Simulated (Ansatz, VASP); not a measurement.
## Ti in VASP and in Ansatz

```
CELL_PARAMETERS angstrom
-1.64100 1.64100 1.59177
1.64100 -1.64100 1.59177
1.64100 1.64100 -1.59177
ATOMIC_POSITIONS crystal
Ti 0.00000 0.00000 0.00000
```

Change from the starting cell: strain +0.000 along x and y, -0.030 along z, atoms carried along.

Alike in both runs: task single point; functional LDA; k mesh 20 × 20 × 20; occupations gaussian, width 0.15 eV; no spin polarisation.

```csv
,VASP,Ansatz
version,VASP 6.6.1,Ansatz 0.2.0
potentials or method,"VASP PAW LDA potentials, release 64 (Ti_sv), cutoff 520 eV","scalar-relativistic, plane waves, PAW"
valence electrons in the cell,12,12
```

```csv
,VASP,Ansatz,Ansatz less VASP
gap on the k mesh at the Fermi level (eV),none,none,-
pressure (GPa),-8.2,-8.2,+0.06
"traceless stress, the component that is largest in VASP (GPa)",-0.53,-0.53,-0.005
```

LDA's correlation is that of Perdew and Zunger in VASP and of Perdew and Wang (1992) in Ansatz. A gap of «none» marks a metal or a gap that the smearing closes.
